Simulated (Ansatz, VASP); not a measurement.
## RbBi3: VASP beside Ansatz

```
Rb Bi
1.0
     5.14997    0.00000    0.00000
     0.00000    5.14997    0.00000
     0.00000    0.00000    5.14997
Rb Bi
1 3
Direct
  0.00000 0.00000 0.00000
  0.00000 0.50000 0.50000
  0.50000 0.00000 0.50000
  0.50000 0.50000 0.00000
```

Alike in both runs: functional PBE; k mesh 10 × 10 × 10; occupations gaussian, width 0.1 eV; no spin polarisation.

Ansatz relaxed the structure, and its values are those at the end. VASP's run is a single point on that final structure, the one shown.

|  | VASP | Ansatz |
| --- | --- | --- |
| version | VASP 6.6.1 | Ansatz 0.2.0 |
| potentials or method | VASP PAW PBE potentials, release 64 (Rb_sv, Bi_d), cutoff 520 eV | scalar-relativistic, plane waves, PAW |
| valence electrons in the cell | 54 | 54 |

```csv
,VASP,Ansatz,Ansatz less VASP
gap on the k mesh at the Fermi level (eV),none,none,-
pressure (GPa),0.0,0.0,+0.02
```

A gap of «none» marks a metal or a gap that the smearing closes. With one functional, cell and mesh, what is left measures potentials, basis and numerics.

Spin-orbit coupling is off throughout.
